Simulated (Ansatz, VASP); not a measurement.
## Ca2Ge3N: VASP beside Ansatz

```
Ca Ge N
1.0
     4.14499    0.00000    0.00000
     0.00000    4.14499    0.00000
     0.00000    0.00000   10.39026
Ca Ge N
2 3 1
Cartesian
  0.0000 0.0000 8.5334
  0.0000 0.0000 1.8568
  0.0000 0.0000 5.1951
  0.0000 2.0725 3.9774
  2.0725 0.0000 6.4128
  2.0725 2.0725 5.1951
```

Alike in both runs: functional PBE; k mesh 10 × 10 × 4; occupations gaussian, width 0.1 eV; no spin polarisation.

Ansatz relaxed the structure, and its values are those at the end. VASP's run is a single point on that final structure, the one shown.

```csv
,VASP,Ansatz
version,VASP 6.6.1,Ansatz 0.2.0
potentials or method,"VASP PAW PBE potentials, release 64 (Ca_sv, Ge_d, N), cutoff 520 eV","scalar-relativistic, plane waves, PAW"
valence electrons in the cell,67,67
```

```csv
,VASP,Ansatz,Ansatz less VASP
gap on the k mesh at the Fermi level (eV),none,none,-
pressure (GPa),0.0,0.0,-0.02
rms of the force components (eV/Å),0.006,0.003,-0.0029
```

A gap of «none» marks a metal or a gap that the smearing closes. The functional is the same, so the differences come from potentials, cutoffs and numerics.
